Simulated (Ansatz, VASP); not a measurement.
**One calculation of Te2O, two programs**

```xyz
6
Lattice="6.0294 0.0000 0.0000 0.0000 6.0294 0.0000 0.0000 0.0000 4.4228" Properties=species:S:1:pos:R:3 pbc="T T T"
Te    0.0000    0.0000    0.0000
Te    3.0147    3.0147    0.0000
Te    0.0000    3.0147    0.7033
Te    3.0147    0.0000    3.7195
O     0.0000    3.0147    2.5621
O     3.0147    0.0000    1.8607
```

Alike in both runs: functional PBE; k mesh 6 × 6 × 8; occupations gaussian, width 0.1 eV; no spin polarisation.

Ansatz relaxed the structure, and its values are those at the end. VASP's run is a single point on that final structure, the one shown.

|  | VASP | Ansatz |
| --- | --- | --- |
| version | VASP 6.6.1 | Ansatz 0.2.0 |
| potentials or method | VASP PAW PBE potentials, release 64 (Te, O), cutoff 520 eV | scalar-relativistic, plane waves, PAW |
| valence electrons in the cell | 36 | 76 |

|  | VASP | Ansatz | Ansatz less VASP |
| --- | --- | --- | --- |
| gap on the k mesh at the Fermi level (eV) | none | none | - |
| pressure (GPa) | 0.0 | 0.0 | 0.00 |
| rms of the force components (eV/Å) | 0.070 | 0.002 | -0.0684 |

A gap of «none» marks a metal or a gap that the smearing closes. The functional is the same, so the differences come from potentials, cutoffs and numerics. VASP's potentials hold 36 valence electrons a cell and Ansatz's 76, so a difference there can come from the potentials and not from the codes.

Neither program's run includes spin-orbit coupling.
